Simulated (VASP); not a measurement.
# Ti in VASP: single point with PBE

Aim: the single point of Ti with PBE.

Everything below comes from runs of VASP 6.6.1. Logs are shortened: lines on timing, memory, paths and dates and some standing lists are left out, and cuts for length are marked.

**1. The cell of the first run**

The cell holds a slab with vacuum, 3 atoms: a = 2.940 Å, b = 2.940 Å, c = 20.648 Å, α = 90.00°, β = 90.00°, γ = 120.00°.

**2. Single point, PBE**

Contents of POSCAR:

```
Ti
1.0
    2.9399472394      0.0000000000      0.0000000000
   -1.4699736197      2.5460689951      0.0000000000
    0.0000000000      0.0000000000     20.6479000000
Ti
3
Direct
    0.0000000000      0.0000000000      0.3874493407
    0.3333333340      0.6666666660      0.5000000000
    0.0000000000      0.0000000000      0.6125506593
```

Contents of INCAR.step1:

```
SYSTEM = Ti
ALGO = Normal
DIPOL = 0.5 0.5 0.500
EDIFF = 1E-7
ENCUT = 520
GGA = PE
IDIPOL = 3
ISIF = 2
ISMEAR = -1
LASPH = .True.
LCHARG = .True.
LDIPOL = .True.
LMAXMIX = 4
LREAL = .False.
LWAVE = .False.
NBANDS = 25
NELM = 60
PREC = Accurate
SIGMA = 0.05
```

Contents of KPOINTS.step1:

```
k-points
0
Gamma
  13 13 1
  0 0 0
```

Contents of INCAR.step2:

```
SYSTEM = Ti
ALGO = Normal
DIPOL = 0.5 0.5 0.500
EDIFF = 1E-7
ENCUT = 520
GGA = PE
ICHARG = 11
IDIPOL = 3
ISIF = 2
ISMEAR = -5
LASPH = .True.
LCHARG = .False.
LDIPOL = .True.
LMAXMIX = 4
LORBIT = 10
LREAL = .False.
LWAVE = .False.
NBANDS = 25
NEDOS = 1001
NELM = 60
PREC = Accurate
SIGMA = 0.05
```

Contents of KPOINTS.step2:

```
k-points
0
Gamma
  20 20 1
  0 0 0
```

Potentials or basis: VASP PAW PBE potentials, release 64 (Ti_sv).

The run is started by

```bash
cat potpaw_PBE.64/Ti_sv/POTCAR > POTCAR
cp INCAR.step1 INCAR
cp KPOINTS.step1 KPOINTS
mpirun -np 1 vasp_std > vasp.out
cp INCAR.step2 INCAR
cp KPOINTS.step2 KPOINTS
mpirun -np 1 vasp_std > vasp.out
```

OUTCAR:

```text
SYSTEM = Ti
   EDIFF = 1E-7
   ENCUT = 520
   GGA = PE
   ICHARG = 11
   ISIF = 2
   ISMEAR = -5
   LASPH = .True.
   LORBIT = 10
   LREAL = .False.
   NELM = 60
   PREC = Accurate

 ion  position               nearest neighbor table
   1  0.000  0.000  0.387-   2 2.88   2 2.88   2 2.88
   2  0.333  0.667  0.500-   1 2.88   3 2.88   1 2.88   3 2.88   1 2.88   3 2.88
   3  0.000  0.000  0.613-   2 2.88   2 2.88   2 2.88

  LATTYP: Found a hexagonal cell.
 ALAT       =     2.9399472394
 C/A-ratio  =     7.0232212753

  Lattice vectors:

 A1 = (   2.9399472394,   0.0000000000,   0.0000000000)
 A2 = (  -1.4699736197,   2.5460689951,   0.0000000000)
 A3 = (   0.0000000000,   0.0000000000,  20.6479000000)

Analysis of symmetry for initial positions (statically):
=====================================================================
 Subroutine PRICEL returns:
 Original cell was already a primitive cell.

 Routine SETGRP: Setting up the symmetry group for a
 hexagonal supercell.

 Subroutine GETGRP returns: Found 12 space group operations
 (whereof 12 operations were pure point group operations)
 out of a pool of 24 trial point group operations.

The static configuration has the point symmetry D_3h.

Analysis of symmetry for dynamics (positions and initial velocities):
=====================================================================
 Subroutine PRICEL returns:
 Original cell was already a primitive cell.

 Routine SETGRP: Setting up the symmetry group for a
 hexagonal supercell.

 Subroutine GETGRP returns: Found 12 space group operations
 (whereof 12 operations were pure point group operations)
 out of a pool of 24 trial point group operations.

The dynamic configuration has the point symmetry D_3h.

 Subroutine INISYM returns: Found 12 space group operations
 (whereof 12 operations are pure point group operations),
 and found     1 'primitive' translations

----------------------------------------------------------------------------------------

                                     Primitive cell

  volume of cell :     154.5559

  direct lattice vectors                    reciprocal lattice vectors
     2.939947239  0.000000000  0.000000000     0.340142159  0.196381167  0.000000000
    -1.469973620  2.546068995  0.000000000     0.000000000  0.392762334  0.000000000
     0.000000000  0.000000000 20.647900000     0.000000000  0.000000000  0.048431075

  length of vectors
     2.939947239  2.939947239 20.647900000     0.392762334  0.392762334  0.048431075

[... 98 lines left out ...]
   EFERMI =   0.00;   METHOD = LEGACY
   ISMEAR =    -5;   SIGMA  =   0.05  broadening in eV -4-tet -1-fermi 0-gaus
   EFERMI_NEDOS =   21; number of points for ismear=-14 and -15
   IALGO  =     38    algorithm
   IMIX   =      4    mixing-type and parameters
     AMIX     =   0.40;   BMIX     =  1.00
     AMIX_MAG =   1.60;   BMIX_MAG =  1.00
  volume/ion in A,a.u.               =      51.52       347.66
  Fermi-wavevector in a.u.,A,eV,Ry     =   1.007273  1.903470 13.804452  1.014599
  Thomas-Fermi vector in A             =   2.140067
   LORBIT       =     10    0 simple, 1 ext, 2 COOP (PROOUT), +10 PAW based schemes
   GGA     = PE    functional components
   LHFCALC =     F    Hartree Fock is set to
   AEXX    =    0.0000 exact exchange contribution
   IVDW    =     0    specifies the selected vdW correction
   LEPSILON=     F    determine dielectric tensor
   LRPA    =     F    only Hartree local field effects (RPA)
 non-spin polarized calculation
 Fermi weights with tetrahedron method with Bloechl corrections
  energy-cutoff  :      520.00
  volume of cell :      154.56
 maximum number of plane-waves:      4239
 NGX is ok and might be reduce to    24

 number of electron      36.0000003 magnetization

 dipolmoment           0.000000      0.000000      0.000000 electrons x Angstroem

 Free energy of the ion-electron system (eV)
  ---------------------------------------------------
  ext. energy  EPLUGINS =         0.00000000
  ---------------------------------------------------
  free energy    TOTEN  =       -21.58218549 eV

  energy without entropy =      -21.58218549  energy(sigma->0) =      -21.58218549

 E-fermi :   0.0425     XC(G=0):  -4.8967

 val. band max:        0.0374018984   @ k =   0.1000   0.0500   0.0000
 cond. band min:       0.0489295893   @ k =   0.4500   0.1000   0.0000
 fundamental gap:      0.0115276909
 Fermi energy:         0.0424597927

 k-point     1 :       0.0000    0.0000    0.0000
  band No.  band energies     occupation
      1     -56.8487      2.00000
      2     -56.8397      2.00000
      3     -56.5921      2.00000
      4     -33.2923      2.00000
      5     -33.1566      2.00000
      6     -32.8041      2.00000
[... 661 lines left out ...]
     24       1.8434      0.00000
     25       2.0617      0.00000

 [... further k-points ...]

------------------------ aborting loop because EDIFF is reached ----------------------------------------

 vacuum level on the upper side and lower side of the slab       (xc-potential included)        -0.125        -0.125

  FORCE on cell =-STRESS in cart. coord.  units (eV):
  Direction    XX          YY          ZZ          XY          YZ          ZX
  --------------------------------------------------------------------------------------
  -------------------------------------------------------------------------------------
  Total       -2.1024921     -2.1024921     -1.8580658      0.0000000      0.0000000      0.0000000
  in kB      -21.7951245    -21.7951245    -19.2613210      0.0000000      0.0000000      0.0000000
  external PRESSURE =     -20.9505233 kB  Pullay stress =       0.0000000 kB

 VOLUME and BASIS-vectors are now :
 -----------------------------------------------------------------------------
  energy-cutoff  :      520.00
  volume of cell :      154.56
      direct lattice vectors                 reciprocal lattice vectors
     2.939947239  0.000000000  0.000000000     0.340142159  0.196381167  0.000000000
    -1.469973620  2.546068995  0.000000000     0.000000000  0.392762334  0.000000000
     0.000000000  0.000000000 20.647900000     0.000000000  0.000000000  0.048431075

 POSITION                                       TOTAL-FORCE (eV/Angst)
 -----------------------------------------------------------------------------------
      0.00000      0.00000      8.00002        -0.000000      0.000000      0.411250
      0.00000      1.69738     10.32395         0.000000      0.000000      0.000000
      0.00000      0.00000     12.64788        -0.000000      0.000000     -0.411250
 -----------------------------------------------------------------------------------
    total drift:                                0.003199     -0.001847      0.000000

  FREE ENERGIE OF THE ION-ELECTRON SYSTEM (eV)
  ---------------------------------------------------
  free  energy   TOTEN  =       -21.5821854927 eV

  energy  without entropy=      -21.5821854927  energy(sigma->0) =      -21.58218549

 vacuum level on the upper side and lower side of the slab         4.325         4.325

 total charge

# of ion       s       p       d       tot
------------------------------------------
    1        2.252   6.059   1.887  10.198
    2        2.246   6.121   1.877  10.244
    3        2.252   6.059   1.887  10.198
--------------------------------------------------
tot          6.750  18.239   5.652  30.641
```

Run time: 4.2 min. Hardware: 1 thread of Intel Xeon Platinum 8488C (Sapphire Rapids), shared host; peak memory 0.33 GiB.

What came out:

| Quantity | Value |
| --- | --- |
| Valence electrons inside the program's atomic spheres | Ti 10.20, 10.24 (each value once) |

Levels at points of the mesh, in eV from the Fermi level:
```csv
k point,band 15,band 16,band 17,band 18,band 19,band 20,band 21,band 22
"(0.00, 0.00, 0.00)",-2.89,-0.07,-0.02,0.61,0.74,0.80,0.80,0.81
"(0.50, 0.00, 0.00)",-1.90,-1.16,-0.89,0.02,0.74,0.93,1.11,1.55
```
